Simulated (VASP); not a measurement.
# Re (Fd-3m) in VASP: notebook

The runs below take Re through single point, relaxation of cell and atoms, with PBEsol.

Everything below comes from runs of VASP 6.6.1. Logs are shortened: lines on timing, memory, paths and dates and some standing lists are left out, and cuts for length are marked.

### Step 1. The cell of the first run

It takes space group Fd-3m (No. 227, cubic). The conventional cell has a = 5.810 Å, b = 5.810 Å, c = 5.810 Å, α = 90.00°, β = 90.00°, γ = 90.00°. Re (site symmetry -43m) has 4 Re at 2.52 Å within 3.3 Å.

This isn't the form of Re at room conditions, which is hcp.

### Step 2. Single point, PBEsol (24.52 Å³/atom)

Input file INCAR:

```
SYSTEM = Re
  ALGO = Normal
  EDIFF = 1E-6
  ENCUT = 520
  GGA = PS
  ISIF = 2
  ISMEAR = -1
  LASPH = .True.
  LCHARG = .False.
  LREAL = .False.
  LWAVE = .False.
  NBANDS = 14
  NELM = 100
  PREC = Accurate
  SIGMA = 0.1
```

Input file KPOINTS:

```
k-points
0
Gamma
  11 11 11
  0 0 0
```

Input file POSCAR:

```
Re
1.0
    0.0000000000      2.9052207351      2.9052207351
    2.9052207351      0.0000000000      2.9052207351
    2.9052207351      2.9052207351      0.0000000000
Re
2
Direct
    0.1250000000      0.1250000000      0.1250000000
    0.8750000000      0.8750000000      0.8750000000
```

Potentials or basis: VASP PAW PBE potentials, release 64 (Re).

Started as:

```bash
> cat potpaw_PBE.64/Re/POTCAR > POTCAR
> mpirun -np 1 vasp_std > vasp.out
```

OUTCAR:

```text
SYSTEM = Re
   EDIFF = 1E-6
   ENCUT = 520
   GGA = PS
   ISIF = 2
   ISMEAR = -1
   LASPH = .True.
   LREAL = .False.
   NELM = 100
   PREC = Accurate

 ion  position               nearest neighbor table
   1  0.125  0.125  0.125-   2 2.52   2 2.52   2 2.52   2 2.52
   2  0.875  0.875  0.875-   1 2.52   1 2.52   1 2.52   1 2.52

  LATTYP: Found a face centered cubic cell.
 ALAT       =     5.8104414702

  Lattice vectors:

 A1 = (   0.0000000000,   2.9052207351,   2.9052207351)
 A2 = (   2.9052207351,   0.0000000000,   2.9052207351)
 A3 = (   2.9052207351,   2.9052207351,   0.0000000000)

Analysis of symmetry for initial positions (statically):
=====================================================================
 Subroutine PRICEL returns:
 Original cell was already a primitive cell.

 Routine SETGRP: Setting up the symmetry group for a
 face centered cubic supercell.

 Subroutine GETGRP returns: Found 48 space group operations
 (whereof 12 operations were pure point group operations)
 out of a pool of 48 trial point group operations.

The static configuration has the point symmetry D_3d.
 The point group associated with its full space group is O_h .

Analysis of symmetry for dynamics (positions and initial velocities):
=====================================================================
 Subroutine PRICEL returns:
 Original cell was already a primitive cell.

 Routine SETGRP: Setting up the symmetry group for a
 face centered cubic supercell.

 Subroutine GETGRP returns: Found 48 space group operations
 (whereof 12 operations were pure point group operations)
 out of a pool of 48 trial point group operations.

The dynamic configuration has the point symmetry D_3d.
 The point group associated with its full space group is O_h .

 Subroutine INISYM returns: Found 48 space group operations
 (whereof 12 operations are pure point group operations),
 and found     1 'primitive' translations

----------------------------------------------------------------------------------------

                                     Primitive cell

  volume of cell :      49.0419

  direct lattice vectors                    reciprocal lattice vectors
     0.000000000  2.905220735  2.905220735    -0.172103962  0.172103962  0.172103962
     2.905220735  0.000000000  2.905220735     0.172103962 -0.172103962  0.172103962
     2.905220735  2.905220735  0.000000000     0.172103962  0.172103962 -0.172103962

  length of vectors
     4.108602565  4.108602565  4.108602565     0.298092807  0.298092807  0.298092807

  position of ions in fractional coordinates (direct lattice)
     0.125000000  0.125000000  0.125000000
     0.875000000  0.875000000  0.875000000

  ion indices of the primitive-cell ions
   primitive index   ion index
                 1           1
                 2           2

----------------------------------------------------------------------------------------

 KPOINTS: k-points

Automatic generation of k-mesh.
 Grid dimensions read from file:
 generate k-points for:   11   11   11

 Generating k-lattice:

  Cartesian coordinates                     Fractional coordinates (reciprocal lattice)
    -0.015645815  0.015645815  0.015645815     0.090909091  0.000000000  0.000000000
     0.015645815 -0.015645815  0.015645815     0.000000000  0.090909091  0.000000000
     0.015645815  0.015645815 -0.015645815     0.000000000  0.000000000  0.090909091

  Length of vectors
     0.027099346  0.027099346  0.027099346

  Shift w.r.t. Gamma in fractional coordinates (k-lattice)
     0.000000000  0.000000000  0.000000000

 Subroutine IBZKPT returns following result:
 ===========================================

 Found     56 irreducible k-points:

 Following reciprocal coordinates:
            Coordinates               Weight
  0.000000  0.000000  0.000000      1.000000
  0.090909  0.000000  0.000000      8.000000
  0.181818  0.000000  0.000000      8.000000
  0.272727  0.000000  0.000000      8.000000
  0.363636  0.000000  0.000000      8.000000
  0.454545  0.000000  0.000000      8.000000
[... 16 lines left out ...]
 -0.272727  0.181818  0.000000     24.000000
 -0.181818  0.181818  0.000000     12.000000
 [... further k-points ...]
   k-points           NKPTS =     56   k-points in BZ     NKDIM =     56   number of bands    NBANDS=     14
   number of dos      NEDOS =    301   number of ions     NIONS =      2
   total plane-waves  NPLWV =  32768
   dimension x,y,z NGX =    32 NGY =   32 NGZ =   32
   dimension x,y,z NGXF=    64 NGYF=   64 NGZF=   64
   ions per type =               2
   NGX,Y,Z   is equivalent  to a cutoff of  12.95, 12.95, 12.95 a.u.
   NGXF,Y,Z  is equivalent  to a cutoff of  25.90, 25.90, 25.90 a.u.
 SYSTEM =  Re
   PREC   = accura    normal or accurate (medium, high low for compatibility)
   ISTART =      0    job   : 0-new  1-cont  2-samecut
   ICHARG =      2    charge: 1-file 2-atom 10-const
   ISPIN  =      1    spin polarized calculation?
   LNONCOLLINEAR =      F non collinear calculations
   LSORBIT =      F    spin-orbit coupling
   LASPH  =      T    aspherical Exc in radial PAW
   ENCUT  =  520.0 eV  38.22 Ry    6.18 a.u.   7.64  7.64  7.64*2*pi/ulx,y,z
   NELM   =    100;   NELMIN=  2; NELMDL= -5     # of ELM steps
   EDIFF  = 0.1E-05   stopping-criterion for ELM
   LREAL  =      F    real-space projection
   EDIFFG = 0.1E-04   stopping-criterion for IOM
   NSW    =      0    number of steps for IOM
   IBRION =     -1    ionic relax: 0-MD 1-quasi-New 2-CG
   NFREE  =      0    steps in history (QN), initial steepest desc. (CG)
   ISIF   =      2    stress and relaxation
   ISYM   =      2    0-nonsym 1-usesym 2-fastsym
   POTIM  = 0.5000    time-step for ionic-motion
   TEBEG  =    0.0;   TEEND  =   0.0 temperature during run
   PSTRESS=    0.0 pullay stress
   NELECT =      14.0000    total number of electrons
   NUPDOWN=      -1.0000    fix difference up-down
   EMIN   =  10.00;   EMAX   =-10.00  energy-range for DOS
   EFERMI =   0.00;   METHOD = LEGACY
   ISMEAR =    -1;   SIGMA  =   0.10  broadening in eV -4-tet -1-fermi 0-gaus
   EFERMI_NEDOS =   21; number of points for ismear=-14 and -15
   IALGO  =     38    algorithm
   IMIX   =      4    mixing-type and parameters
     AMIX     =   0.40;   BMIX     =  1.00
     AMIX_MAG =   1.60;   BMIX_MAG =  1.00
  volume/ion in A,a.u.               =      24.52       165.48
  Fermi-wavevector in a.u.,A,eV,Ry     =   1.077941  2.037013 15.809386  1.161957
  Thomas-Fermi vector in A             =   2.213866
   LORBIT       =      0    0 simple, 1 ext, 2 COOP (PROOUT), +10 PAW based schemes
   GGA     = PS    functional components
   LHFCALC =     F    Hartree Fock is set to
   AEXX    =    0.0000 exact exchange contribution
   IVDW    =     0    specifies the selected vdW correction
   LEPSILON=     F    determine dielectric tensor
   LRPA    =     F    only Hartree local field effects (RPA)
 non-spin polarized calculation
  energy-cutoff  :      520.00
  volume of cell :       49.04
 maximum number of plane-waves:      1363
   NGX = 15   NGY = 15   NGZ = 15

 number of electron      13.9999999 magnetization

 Free energy of the ion-electron system (eV)
  ---------------------------------------------------
  ext. energy  EPLUGINS =         0.00000000
  ---------------------------------------------------
  free energy    TOTEN  =       -22.90342921 eV

  energy without entropy =      -22.85604505  energy(sigma->0) =      -22.87973713

 E-fermi :   2.5774     XC(G=0): -10.7311

 val. band max:        2.5701682723   @ k =  -0.3636   0.2727   0.0909
 cond. band min:       2.6003742565   @ k =  -0.4545   0.4545   0.0000
 fundamental gap:      0.0302059841
 Fermi energy:         2.5774100291

 k-point     1 :       0.0000    0.0000    0.0000
  band No.  band energies     occupation
      1      -3.8871      2.00000
      2      -0.0706      2.00000
      3      -0.0706      2.00000
      4       0.4924      2.00000
      5       0.4924      2.00000
      6       0.4924      2.00000
      7       3.1432      0.00695
      8       3.1432      0.00695
      9       3.1432      0.00695
     10       6.1704      0.00000
     11       6.1704      0.00000
     12      13.3317      0.00000
     13      13.3592      0.00000
     14      14.9967      0.00000

 k-point     2 :       0.0909    0.0000    0.0000
  band No.  band energies     occupation
      1      -3.7496      2.00000
      2      -0.1523      2.00000
      3      -0.1523      2.00000
      4       0.4719      2.00000
      5       0.6323      2.00000
      6       0.6323      2.00000
      7       2.9678      0.03952
      8       3.1241      0.00841
      9       3.1241      0.00841
     10       6.1555      0.00000
     11       6.1555      0.00000
     12      12.8812      0.00000
     13      13.3876      0.00000
     14      14.7252      0.00000

 k-point     3 :       0.1818    0.0000    0.0000
  band No.  band energies     occupation
      1      -3.3546      2.00000
      2      -0.2441      2.00000
      3      -0.2441      2.00000
      4       0.4218      2.00000
      5       0.8445      2.00000
      6       0.8445      2.00000
      7       2.5321      1.22254
      8       3.1287      0.00804
      9       3.1287      0.00804
     10       6.0978      0.00000
     11       6.0978      0.00000
     12      11.3378      0.00000
     13      12.7981      0.00000
     14      14.1407      0.00000

 k-point     4 :       0.2727    0.0000    0.0000
  band No.  band energies     occupation
      1      -2.7626      2.00000
      2      -0.2364      2.00000
      3      -0.2364      2.00000
      4       0.3578      2.00000
      5       0.8941      2.00000
      6       0.8941      2.00000
      7       2.0405      1.99073
      8       3.2960      0.00151
      9       3.2960      0.00151
     10       5.9670      0.00000
     11       5.9670      0.00000
     12       9.2678      0.00000
     13      12.4719      0.00000
     14      13.1868      0.00000

 k-point     5 :       0.3636    0.0000    0.0000
  band No.  band energies     occupation
      1      -2.1030      2.00000
      2      -0.1111      2.00000
      3      -0.1111      2.00000
      4       0.2525      2.00000
      5       0.7225      2.00000
      6       0.7225      2.00000
      7       1.7210      1.99962
      8       3.6535      0.00004
      9       3.6535      0.00004
     10       5.7457      0.00000
     11       5.7457      0.00000
[... 276 lines left out ...]
 k-point    22 :      -0.3636    0.1818    0.0000
  band No.  band energies     occupation
      1      -1.3684      2.00000
      2      -0.3853      2.00000
      3      -0.2468      2.00000
      4       0.0974      2.00000
      5       0.5229      2.00000
      6       1.3062      1.99999
      7       2.4202      1.65620
      8       3.1055      0.01013
      9       4.0601      0.00000
     10       4.9862      0.00000
     11       6.1290      0.00000
     12       6.7159      0.00000
     13       9.4621      0.00000
     14      11.1761      0.00000

 k-point    23 :      -0.2727    0.1818    0.0000
  band No.  band energies     occupation
      1      -1.9224      2.00000
      2      -0.4362      2.00000
      3      -0.1078      2.00000
      4       0.1157      2.00000
      5       0.5130      2.00000
      6       1.5139      1.99995
      7       2.3161      1.86340
      8       2.7611      0.27482
      9       4.1268      0.00000
     10       4.8239      0.00000
     11       6.3643      0.00000
     12       8.0503      0.00000
     13       9.6625      0.00000
     14      12.1757      0.00000

 k-point    24 :      -0.1818    0.1818    0.0000
  band No.  band energies     occupation
      1      -2.5475      2.00000
      2      -0.5058      2.00000
      3       0.0179      2.00000
      4       0.1985      2.00000
      5       0.6121      2.00000
      6       1.4323      1.99998
      7       2.2453      1.93031
      8       2.7327      0.34938
      9       3.7459      0.00002
     10       5.2613      0.00000
     11       6.4090      0.00000
     12       9.7019      0.00000
     13      10.3337      0.00000
     14      13.0752      0.00000

 [... further k-points ...]

------------------------ aborting loop because EDIFF is reached ----------------------------------------

  FORCE on cell =-STRESS in cart. coord.  units (eV):
  Direction    XX          YY          ZZ          XY          YZ          ZX
  --------------------------------------------------------------------------------------
  -------------------------------------------------------------------------------------
  Total       -5.5897637     -5.5897637     -5.5897637      0.0000000     -0.0000000     -0.0000000
  in kB     -182.6150780   -182.6150780   -182.6150780      0.0000000     -0.0000000     -0.0000000
  external PRESSURE =    -182.6150780 kB  Pullay stress =       0.0000000 kB

 VOLUME and BASIS-vectors are now :
 -----------------------------------------------------------------------------
  energy-cutoff  :      520.00
  volume of cell :       49.04
      direct lattice vectors                 reciprocal lattice vectors
     0.000000000  2.905220735  2.905220735    -0.172103962  0.172103962  0.172103962
     2.905220735  0.000000000  2.905220735     0.172103962 -0.172103962  0.172103962
     2.905220735  2.905220735  0.000000000     0.172103962  0.172103962 -0.172103962

 POSITION                                       TOTAL-FORCE (eV/Angst)
 -----------------------------------------------------------------------------------
      0.72631      0.72631      0.72631        -0.000000     -0.000000     -0.000000
      5.08414      5.08414      5.08414         0.000000      0.000000      0.000000
 -----------------------------------------------------------------------------------
    total drift:                                0.000000      0.000000     -0.000000

  FREE ENERGIE OF THE ION-ELECTRON SYSTEM (eV)
  ---------------------------------------------------
  free  energy   TOTEN  =       -22.9034292091 eV

  energy  without entropy=      -22.8560450496  energy(sigma->0) =      -22.87973713
```

Wall time 36 s (1 thread of Intel Xeon Platinum 8259CL at 2.50GHz (Skylake/Cascade Lake), shared host); peak memory 0.19 GiB.

Results:

```yaml
Free_energy: -22.9034 eV
Pressure: -18.3 GPa
Band_gap_on_the_k_mesh: zero (bands 7 and 8 overlap by 1.03 eV)
```

Caveat: the cell stands under tension; the PAW data sets were made with another functional, which shifts forces and pressure a little; spin-orbit coupling is left out, which moves the levels of the heavy elements.

### Step 3. Relaxation of cell and atoms, PBEsol

This run uses another cell than the first one, of 19.86 Å³/atom.

Input file INCAR:

```
PREC = Accurate
ENCUT = 600
EDIFF = 1E-7
ISMEAR = -1
SIGMA = 0.1
LREAL = F
LASPH = T
NELM = 60
ALGO = Normal
ISIF = 3
LWAVE = F
LCHARG = F
GGA = PS
IBRION = 2
NSW = 80
EDIFFG = -0.01
```

Input file KPOINTS:

```
regular mesh
0
Gamma
  10 10 10
```

Input file POSCAR:

```
Re
1.0
    0.0000000000      2.7082441576      2.7082441576
    2.7082441576      0.0000000000      2.7082441576
    2.7082441576      2.7082441576      0.0000000000
Re
2
Direct
    0.1250000000      0.1250000000      0.1250000000
    0.8750000000      0.8750000000      0.8750000000
```

Potentials or basis: VASP PAW PBE potentials, release 64 (Re).

Started as:

```bash
> cat potpaw_PBE.64/Re/POTCAR > POTCAR
> mpirun -np 1 vasp_std > vasp.out
```

It took 2.8 min on 1 thread of Intel Xeon Platinum 8259CL at 2.50GHz (Skylake/Cascade Lake), shared host; peak memory 0.19 GiB.

The run converged. Its results:

```
Free energy                           : -23.2568 eV
Relaxed volume                        : 21.69 Å³/atom
Relaxed cell                          : a = 3.944 Å, b = 3.944 Å, c = 3.944 Å, α = 60.00°, β = 60.00°, γ = 60.00°
Space group after relaxing (to 0.1 Å) : Fd-3m (No. 227)
Pressure after relaxing               : 0.0 GPa
Band gap on the k mesh                : zero (bands 7 and 8 overlap by 1.23 eV)
```

Final structure:
```cif
data_structure
_symmetry_space_group_name_H-M 'P 1'
_symmetry_Int_Tables_number 1
_cell_length_a 3.9443
_cell_length_b 3.9443
_cell_length_c 3.9443
_cell_angle_alpha 60.000
_cell_angle_beta 60.000
_cell_angle_gamma 60.000
_cell_volume 43.39
loop_
_atom_site_label
_atom_site_type_symbol
_atom_site_fract_x
_atom_site_fract_y
_atom_site_fract_z
_atom_site_occupancy
Re1 Re 0.12500 0.12500 0.12500 1
Re2 Re 0.87500 0.87500 0.87500 1
```

Levels at points of the mesh, in eV from the Fermi level:
```
           k point  band 3  band 4  band 5  band 6  band 7  band 8  band 9  band 10  band 11
(0.00, 0.00, 0.00)   -3.13   -2.28   -2.28   -2.28    0.69    0.69    0.69     4.35     4.35
(0.50, 0.00, 0.00)   -2.82   -2.82   -2.52   -2.52   -0.89    1.82    1.82     3.45     3.45
(0.50, 0.50, 0.00)   -2.46   -2.46   -1.91   -1.91    0.01    0.01    3.84     3.84     4.75
```

Caveat: the PAW data sets were made with another functional, which shifts forces and pressure a little; spin-orbit coupling is left out, which moves the levels of the heavy elements.

(Continued in part 2 of 2.)
